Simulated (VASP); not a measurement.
Be2Se: relaxation of cell and atoms with PBE

Crystal: Be2Se.

```
Be Se
1.0
     0.00000    2.84054    2.84054
     2.84054    0.00000    2.84054
     2.84054    2.84054    0.00000
Be Se
2 1
Direct
  0.75000 0.75000 0.75000
  0.25000 0.25000 0.25000
  0.00000 0.00000 0.00000
```

The cell was built from a structure type or drawn by symmetry, and may not be a known phase.

```yaml
Program: VASP 6.6.1
Task: relaxation of cell and atoms
Functional: PBE
Potentials_or_basis: VASP PAW PBE potentials, release 64 (Be, Se)
Cutoff: 600 eV
k_mesh: 14 × 14 × 14
Occupations: gaussian, width 0.1 eV
Spin: no spin polarisation
Dipole_correction: no
Further_INCAR_settings: ALGO = Normal; EDIFF = 1e-06; IBRION = 2; EDIFFG = -0.01; NSW = 100; ISIF = 3
```

| Property | Result |
| --- | --- |
| Relaxed volume | 15.54 Å³/atom |
| Relaxed cell | a = 4.040 Å, b = 4.040 Å, c = 4.040 Å, α = 60.00°, β = 60.00°, γ = 60.00° |
| Space group after relaxing (to 0.1 Å) | Fm-3m (No. 225) |
| Energy gained by relaxing | 0.7 meV/atom |
| Ionic steps | 3 |
| Pressure after relaxing | 0.0 GPa |
| Band gap on the k mesh | zero (bands 5 and 6 overlap by 2.23 eV) |

The path:
```tsv
step	energy change (eV)	largest force (eV/Å)	pressure (GPa)	volume (Å³)
1	0.0000	0.0000	0.89	45.84
2	-0.0020	0.0000	0.24	46.41
3	-0.0021	0.0000	0.00	46.62
```

Final structure:
```
Be Se
1.0
     0.00000    2.85660    2.85660
     2.85660    0.00000    2.85660
     2.85660    2.85660    0.00000
Be Se
2 1
Direct
  0.75000 0.75000 0.75000
  0.25000 0.25000 0.25000
  0.00000 0.00000 0.00000
```

Levels at points of the mesh, in eV from the Fermi level:
| k point | band 3 | band 4 | band 5 | band 6 | band 7 | band 8 |
| --- | --- | --- | --- | --- | --- | --- |
| (0.00, 0.00, 0.00) | -3.66 | -3.66 | -1.79 | -0.01 | -0.01 | -0.01 |
| (0.50, 0.00, 0.00) | -4.58 | -4.58 | -1.33 | 0.78 | 0.78 | 4.32 |
| (0.50, 0.50, 0.00) | -5.90 | -5.90 | -1.44 | -1.14 | 6.08 | 6.08 |

It took 110 s on 1 thread of Intel Xeon 8259CL, with other jobs on the host, peak memory 0.23 GiB.
